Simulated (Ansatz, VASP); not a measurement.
## PbF2 in VASP and in Ansatz

```
Pb F
1.0
     6.34966    0.00000    0.00000
     0.00000    3.85813    0.00000
     0.00000    0.00000    7.61561
Pb F
4 8
Direct
  0.74542 0.75000 0.10828
  0.25458 0.25000 0.89172
  0.75458 0.25000 0.60828
  0.24542 0.75000 0.39172
  0.14042 0.75000 0.06244
  0.85958 0.25000 0.93756
  0.35958 0.25000 0.56244
  0.64042 0.75000 0.43756
  0.53127 0.75000 0.84275
  0.46873 0.25000 0.15725
  0.96873 0.25000 0.34275
  0.03127 0.75000 0.65725
```

Alike in both runs: task single point; functional PBE; k mesh 4 × 6 × 4; occupations fermi-dirac, width 0.02 eV; no spin polarisation.

|  | VASP | Ansatz |
| --- | --- | --- |
| version | VASP 6.6.1 | Ansatz 0.2.0 |
| potentials or method | VASP PAW PBE potentials, release 64 (Pb_d, F) | plane waves, PAW |
| plane-wave cutoff (eV) | 520 | 420 |
| valence electrons in the cell | 112 | 112 |

|  | VASP | Ansatz | Ansatz less VASP |
| --- | --- | --- | --- |
| gap on the k mesh at the Fermi level (eV) | 4.25 | 4.26 | +0.002 |
| pressure (GPa) | 4.8 | 5.0 | +0.22 |
| traceless stress, the component that is largest in VASP (GPa) | -0.07 | -0.07 | +0.005 |
| rms of the force components (eV/Å) | 0.051 | 0.045 | -0.0067 |

Atom by atom the forces differ by 0.007 eV/Å (rms over components). The functional is the same, so the differences come from potentials, cutoffs and numerics.

Spin-orbit coupling is off throughout.
